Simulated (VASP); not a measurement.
GaP, 2 atoms in the cell. Symmetry: I-4m2, No. 119, tetragonal system. The conventional cell has a = 3.774 Å, b = 3.774 Å, c = 5.439 Å, α = 90.00°, β = 90.00°, γ = 90.00°. Ga (site symmetry -4m2) has 4 P at 2.33 Å within 3.1 Å. Within 3.1 Å of P (site symmetry -4m2) lie 4 Ga at 2.33 Å.  This cell differs from its parent crystal: in-plane strain -0.01, then relaxed in part.

```yaml
Program: VASP 6.6.1
Task: single point
Functional: LDA
Potentials_or_basis: VASP PAW LDA potentials, release 64 (Ga_d, P)
Cutoff: 520 eV
k_mesh: 8 × 8 × 8
Occupations: gaussian, width 0.01 eV
Spin: no spin polarisation
Dipole_correction: no
Further_INCAR_settings: ALGO = Normal; EDIFF = 1e-06; NBANDS = 16
```

Potentials or basis: VASP PAW LDA potentials, release 64 (Ga_d, P).

Run with:

```bash
$ cat potpaw_LDA.64/Ga_d/POTCAR potpaw_LDA.64/P/POTCAR > POTCAR
$ mpirun -np 1 vasp_std > vasp.out
```

Hardware: 1 thread of AMD EPYC 7R43 64-Core Processor (Zen 3), with other jobs on the host.

Estimate the wall time of this run.

Run time: 37 s on 1 thread of AMD EPYC 7R43 64-Core Processor (Zen 3) (shared host), peak memory 0.13 GiB. Counts: scf iterations 12, k points 59.
